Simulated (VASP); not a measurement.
# Zr (Im-3m) in VASP: a series of runs

Zr is run at these levels: PBE, revPBE; tasks: single point, relaxation of cell and atoms.

Program: VASP 6.6.1. These are calculated values, not measurements. Logs are shortened: lines on timing, memory, paths and dates and some standing lists are left out, and cuts for length are marked.

**1. The cell of the first run**

The structure is cubic, space group Im-3m (No. 229). Conventional cell: a = 3.573 Å, b = 3.573 Å, c = 3.573 Å, α = 90.00°, β = 90.00°, γ = 90.00°. Within 4.1 Å of Zr (site symmetry m-3m) lie 14 Zr at 3.09 to 3.57 Å.

**2. Single point, PBE**

Input file INCAR:

```
SYSTEM = Zr
PREC = Accurate
ENCUT = 520
EDIFF = 1E-7
ISMEAR = -1
SIGMA = 0.05
LREAL = .False.
LASPH = .True.
NELM = 80
ALGO = Normal
ISIF = 2
LWAVE = .False.
LCHARG = .True.
GGA = PE
LELF = .True.
LVHAR = .True.
NBANDS = 12
```

Input file KPOINTS:

```
regular mesh
0
Gamma
  13 13 13
  0 0 0
```

Input file POSCAR:

```
Zr
1.0
   -1.7864838714      1.7864838714      1.7864838714
    1.7864838714     -1.7864838714      1.7864838714
    1.7864838714      1.7864838714     -1.7864838714
Zr
1
Direct
    0.0000000000      0.0000000000      0.0000000000
```

Potentials or basis: VASP PAW PBE potentials, release 64 (Zr_sv).

On the command line:

```sh
$ cat potpaw_PBE.64/Zr_sv/POTCAR > POTCAR
$ mpirun -np 1 vasp_std > vasp.out
```

OUTCAR:

```text
SYSTEM = Zr
   PREC = Accurate
   ENCUT = 520
   EDIFF = 1E-7
   ISMEAR = -1
   LREAL = .False.
   LASPH = .True.
   NELM = 80
   ISIF = 2
   GGA = PE

 ion  position               nearest neighbor table
   1  0.000  0.000  0.000-

  LATTYP: Found a body centered cubic cell.
 ALAT       =     3.5729677428

  Lattice vectors:

 A1 = (  -1.7864838714,   1.7864838714,   1.7864838714)
 A2 = (   1.7864838714,  -1.7864838714,   1.7864838714)
 A3 = (   1.7864838714,   1.7864838714,  -1.7864838714)

Analysis of symmetry for initial positions (statically):
=====================================================================
 Subroutine PRICEL returns:
 Original cell was already a primitive cell.

 Routine SETGRP: Setting up the symmetry group for a
 body centered cubic supercell.

 Subroutine GETGRP returns: Found 48 space group operations
 (whereof 48 operations were pure point group operations)
 out of a pool of 48 trial point group operations.

The static configuration has the point symmetry O_h .

Analysis of symmetry for dynamics (positions and initial velocities):
=====================================================================
 Subroutine PRICEL returns:
 Original cell was already a primitive cell.

 Routine SETGRP: Setting up the symmetry group for a
 body centered cubic supercell.

 Subroutine GETGRP returns: Found 48 space group operations
 (whereof 48 operations were pure point group operations)
 out of a pool of 48 trial point group operations.

The dynamic configuration has the point symmetry O_h .

 Subroutine INISYM returns: Found 48 space group operations
 (whereof 48 operations are pure point group operations),
 and found     1 'primitive' translations

----------------------------------------------------------------------------------------

                                     Primitive cell

  volume of cell :      22.8064

  direct lattice vectors                    reciprocal lattice vectors
    -1.786483871  1.786483871  1.786483871     0.000000000  0.279879381  0.279879381
     1.786483871 -1.786483871  1.786483871     0.279879381  0.000000000  0.279879381
     1.786483871  1.786483871 -1.786483871     0.279879381  0.279879381  0.000000000

  length of vectors
     3.094280832  3.094280832  3.094280832     0.395809216  0.395809216  0.395809216

  position of ions in fractional coordinates (direct lattice)
     0.000000000  0.000000000  0.000000000

  ion indices of the primitive-cell ions
   primitive index   ion index
                 1           1

----------------------------------------------------------------------------------------

 KPOINTS: regular mesh

Automatic generation of k-mesh.
 Grid dimensions read from file:
 generate k-points for:   13   13   13

 Generating k-lattice:

  Cartesian coordinates                     Fractional coordinates (reciprocal lattice)
     0.000000000  0.021529183  0.021529183     0.076923077  0.000000000  0.000000000
     0.021529183  0.000000000  0.021529183     0.000000000  0.076923077  0.000000000
     0.021529183  0.021529183  0.000000000     0.000000000  0.000000000  0.076923077

  Length of vectors
     0.030446863  0.030446863  0.030446863

  Shift w.r.t. Gamma in fractional coordinates (k-lattice)
     0.000000000  0.000000000  0.000000000

 Subroutine IBZKPT returns following result:
 ===========================================

 Found     84 irreducible k-points:

 Following reciprocal coordinates:
            Coordinates               Weight
  0.000000  0.000000  0.000000      1.000000
  0.076923  0.000000  0.000000     12.000000
  0.153846  0.000000  0.000000     12.000000
  0.230769  0.000000  0.000000     12.000000
  0.307692  0.000000  0.000000     12.000000
  0.384615  0.000000  0.000000     12.000000
[... 16 lines left out ...]
  0.153846  0.076923  0.076923     24.000000
  0.230769  0.076923  0.076923     24.000000
 [... further k-points ...]
   k-points           NKPTS =     84   k-points in BZ     NKDIM =     84   number of bands    NBANDS=     12
   number of dos      NEDOS =    301   number of ions     NIONS =      1
   total plane-waves  NPLWV =  13824
   dimension x,y,z NGX =    24 NGY =   24 NGZ =   24
   dimension x,y,z NGXF=    48 NGYF=   48 NGZF=   48
   ions per type =               1
   NGX,Y,Z   is equivalent  to a cutoff of  12.89, 12.89, 12.89 a.u.
   NGXF,Y,Z  is equivalent  to a cutoff of  25.79, 25.79, 25.79 a.u.
 SYSTEM =  Zr
   PREC   = accura    normal or accurate (medium, high low for compatibility)
   ISTART =      0    job   : 0-new  1-cont  2-samecut
   ICHARG =      2    charge: 1-file 2-atom 10-const
   ISPIN  =      1    spin polarized calculation?
   LNONCOLLINEAR =      F non collinear calculations
   LSORBIT =      F    spin-orbit coupling
   LASPH  =      T    aspherical Exc in radial PAW
   ENCUT  =  520.0 eV  38.22 Ry    6.18 a.u.   5.75  5.75  5.75*2*pi/ulx,y,z
   NELM   =     80;   NELMIN=  2; NELMDL= -5     # of ELM steps
   EDIFF  = 0.1E-06   stopping-criterion for ELM
   LREAL  =      F    real-space projection
   EDIFFG = 0.1E-05   stopping-criterion for IOM
   NSW    =      0    number of steps for IOM
   IBRION =     -1    ionic relax: 0-MD 1-quasi-New 2-CG
   NFREE  =      0    steps in history (QN), initial steepest desc. (CG)
   ISIF   =      2    stress and relaxation
   ISYM   =      2    0-nonsym 1-usesym 2-fastsym
   POTIM  = 0.5000    time-step for ionic-motion
   TEBEG  =    0.0;   TEEND  =   0.0 temperature during run
   PSTRESS=    0.0 pullay stress
   NELECT =      12.0000    total number of electrons
   NUPDOWN=      -1.0000    fix difference up-down
   EMIN   =  10.00;   EMAX   =-10.00  energy-range for DOS
   EFERMI =   0.00;   METHOD = LEGACY
   ISMEAR =    -1;   SIGMA  =   0.05  broadening in eV -4-tet -1-fermi 0-gaus
   EFERMI_NEDOS =   21; number of points for ismear=-14 and -15
   IALGO  =     38    algorithm
   IMIX   =      4    mixing-type and parameters
     AMIX     =   0.40;   BMIX     =  1.00
     AMIX_MAG =   1.60;   BMIX_MAG =  1.00
  volume/ion in A,a.u.               =      22.81       153.91
  Fermi-wavevector in a.u.,A,eV,Ry     =   1.321649  2.497555 23.766061  1.746756
  Thomas-Fermi vector in A             =   2.451388
   LORBIT       =      0    0 simple, 1 ext, 2 COOP (PROOUT), +10 PAW based schemes
   GGA     = PE    functional components
   LHFCALC =     F    Hartree Fock is set to
   AEXX    =    0.0000 exact exchange contribution
   IVDW    =     0    specifies the selected vdW correction
   LEPSILON=     F    determine dielectric tensor
   LRPA    =     F    only Hartree local field effects (RPA)
 non-spin polarized calculation
  energy-cutoff  :      520.00
  volume of cell :       22.81
 maximum number of plane-waves:       631
   NGX = 11   NGY = 11   NGZ = 11

 number of electron      12.0000000 magnetization

 Free energy of the ion-electron system (eV)
  ---------------------------------------------------
  ext. energy  EPLUGINS =         0.00000000
  ---------------------------------------------------
  free energy    TOTEN  =        -8.44307243 eV

  energy without entropy =       -8.42690939  energy(sigma->0) =       -8.43499091

 E-fermi :   8.9516     XC(G=0): -11.1699

 val. band max:        8.9364482118   @ k =  -0.3077  -0.4615   0.0769
 cond. band min:       8.9565587266   @ k =   0.2308   0.2308   0.0000
 fundamental gap:      0.0201105148
 Fermi energy:         8.9516429225

 k-point     1 :       0.0000    0.0000    0.0000
  band No.  band energies     occupation
      1     -39.5096      2.00000
      2     -16.9933      2.00000
      3     -16.9933      2.00000
      4     -16.9933      2.00000
      5       3.5392      2.00000
      6      10.0754      0.00000
      7      10.0754      0.00000
      8      10.0754      0.00000
      9      12.6008      0.00000
     10      12.6008      0.00000
     11      21.3969      0.00000
     12      21.3969      0.00000

 k-point     2 :       0.0769    0.0000    0.0000
  band No.  band energies     occupation
      1     -39.5003      2.00000
      2     -17.0566      2.00000
      3     -17.0125      2.00000
      4     -16.9938      2.00000
      5       3.7448      2.00000
      6       9.9379      0.00000
      7      10.0275      0.00000
      8      10.2750      0.00000
      9      12.3925      0.00000
     10      12.5992      0.00000
     11      21.5758      0.00000
     12      21.7679      0.00000

 k-point     3 :       0.1538    0.0000    0.0000
  band No.  band energies     occupation
      1     -39.4745      2.00000
      2     -17.2290      2.00000
      3     -17.0655      2.00000
      4     -16.9951      2.00000
      5       4.3174      2.00000
      6       9.5860      0.00001
      7       9.8080      0.00000
      8      10.8610      0.00000
      9      12.0944      0.00000
     10      12.6162      0.00000
     11      21.9075      0.00000
     12      22.8135      0.00000
[... 286 lines left out ...]
 k-point    23 :       0.1538    0.0769    0.0769
  band No.  band energies     occupation
      1     -39.4262      2.00000
      2     -17.5416      2.00000
      3     -17.1170      2.00000
      4     -17.0444      2.00000
      5       5.4524      2.00000
      6       8.9570      0.94631
      7       9.0279      0.35719
      8      12.2990      0.00000
      9      12.5421      0.00000
     10      12.6645      0.00000
     11      22.2499      0.00000
     12      22.9554      0.00000

 k-point    24 :       0.2308    0.0769    0.0769
  band No.  band energies     occupation
      1     -39.3907      2.00000
      2     -17.7292      2.00000
      3     -17.2162      2.00000
      4     -17.0512      2.00000
      5       6.1936      2.00000
      6       8.5868      1.99865
      7       8.9023      1.45683
      8      12.4528      0.00000
      9      12.9160      0.00000
     10      13.7896      0.00000
     11      21.1937      0.00000
     12      21.7464      0.00000

 [... further k-points ...]
[... 5 lines left out ...]
  --------------------------------------------------------------------------------------
  -------------------------------------------------------------------------------------
  Total        0.0043983      0.0043983      0.0043983      0.0000000      0.0000000     -0.0000000
  in kB        0.3089848      0.3089848      0.3089848      0.0000000      0.0000000     -0.0000000
  external PRESSURE =       0.3089848 kB  Pullay stress =       0.0000000 kB

 VOLUME and BASIS-vectors are now :
 -----------------------------------------------------------------------------
  energy-cutoff  :      520.00
  volume of cell :       22.81
      direct lattice vectors                 reciprocal lattice vectors
    -1.786483871  1.786483871  1.786483871     0.000000000  0.279879381  0.279879381
     1.786483871 -1.786483871  1.786483871     0.279879381  0.000000000  0.279879381
     1.786483871  1.786483871 -1.786483871     0.279879381  0.279879381  0.000000000

 POSITION                                       TOTAL-FORCE (eV/Angst)
 -----------------------------------------------------------------------------------
      0.00000      0.00000      0.00000         0.000000     -0.000000     -0.000000
 -----------------------------------------------------------------------------------
    total drift:                                0.000000      0.000000      0.000000

  FREE ENERGIE OF THE ION-ELECTRON SYSTEM (eV)
  ---------------------------------------------------
  free  energy   TOTEN  =        -8.4430724300 eV

  energy  without entropy=       -8.4269093930  energy(sigma->0) =       -8.43499091
```

Run time: 24 s. Hardware: 1 thread of Intel Xeon 6975P-C, shared host; peak memory 0.15 GiB.

What came out:

```yaml
Free_energy: -8.4431 eV
Pressure: 0.0 GPa
Band_gap_on_the_k_mesh: zero (band 6 reaches 10.08 eV, above the bottom of band 7 at 8.34 eV)
```

**3. Single point, PBE**

Input file INCAR:

```
ALGO = Normal
EDIFF = 1E-7
ENCUT = 520
GGA = PE
ISIF = 2
ISMEAR = -1
LASPH = True
LCHARG = False
LREAL = False
LWAVE = False
NBANDS = 12
NELM = 60
PREC = Accurate
SIGMA = 0.05
```

Input file KPOINTS:

```
k-points
0
Gamma
  13 13 13
```

Input file POSCAR:

```
Zr
1.0
   -1.7866655011      1.7866655011      1.7866655011
    1.7866655011     -1.7866655011      1.7866655011
    1.7866655011      1.7866655011     -1.7866655011
Zr
1
Direct
    0.0000000000      0.0000000000      0.0000000000
```

Potentials or basis: VASP PAW PBE potentials, release 64 (Zr_sv).

On the command line:

```sh
$ cat potpaw_PBE.64/Zr_sv/POTCAR > POTCAR
$ mpirun -np 1 vasp_std > vasp.out
```

It took 27 s on 1 thread of Intel Xeon 6975P-C, shared host; peak memory 0.15 GiB.

The run converged. Its results:

- Free energy: -8.4431 eV
- Pressure: 0.0 GPa
- Band gap on the k mesh: zero (band 6 reaches 10.07 eV, above the bottom of band 7 at 8.34 eV)

Levels at points of the mesh, in eV from the Fermi level:
```
           k point  band 3  band 4  band 5  band 6  band 7  band 8  band 9  band 10
(0.00, 0.00, 0.00)  -25.95  -25.95   -5.41    1.12    1.12    1.12    3.65     3.65
```

**4. Single point, revPBE**

This run uses another cell than the first one, of 23.24 Å³/atom, 1.019 times its volume.

Input file INCAR:

```
ALGO = Normal
EDIFF = 1E-6
ENCUT = 520
GGA = RE
ISIF = 2
ISMEAR = -1
LASPH = True
LCHARG = False
LREAL = False
LWAVE = False
NBANDS = 12
NELM = 80
PREC = Accurate
SIGMA = 0.05
```

KPOINTS is that of step 3.

Input file POSCAR:

```
Zr
1.0
   -1.7977757130      1.7977757130      1.7977757130
    1.7977757130     -1.7977757130      1.7977757130
    1.7977757130      1.7977757130     -1.7977757130
Zr
1
Direct
    0.0000000000      0.0000000000      0.0000000000
```

On the command line:

```sh
$ cat potpaw_PBE.64/Zr_sv/POTCAR > POTCAR
$ mpirun -np 1 vasp_std > vasp.out
```

It took 28 s on 1 thread of Intel Xeon 6975P-C, shared host; peak memory 0.15 GiB.

The run converged. Its results:

```
Free energy            : -8.0967 eV
Pressure               : 0.0 GPa
Band gap on the k mesh : zero (band 6 reaches 9.93 eV, above the bottom of band 7 at 8.22 eV)
```

Levels at points of the mesh, in eV from the Fermi level:
```csv
k point,band 2,band 3,band 4,band 5,band 6,band 7,band 8,band 9,band 10,band 11
"(0.00, 0.00, 0.00)",-26.04,-26.04,-26.04,-5.38,1.12,1.12,1.12,3.59,3.59,12.36
```

Caveat: the PAW data sets were made with another functional, which shifts forces and pressure a little.

(Continued in part 2 of 2.)
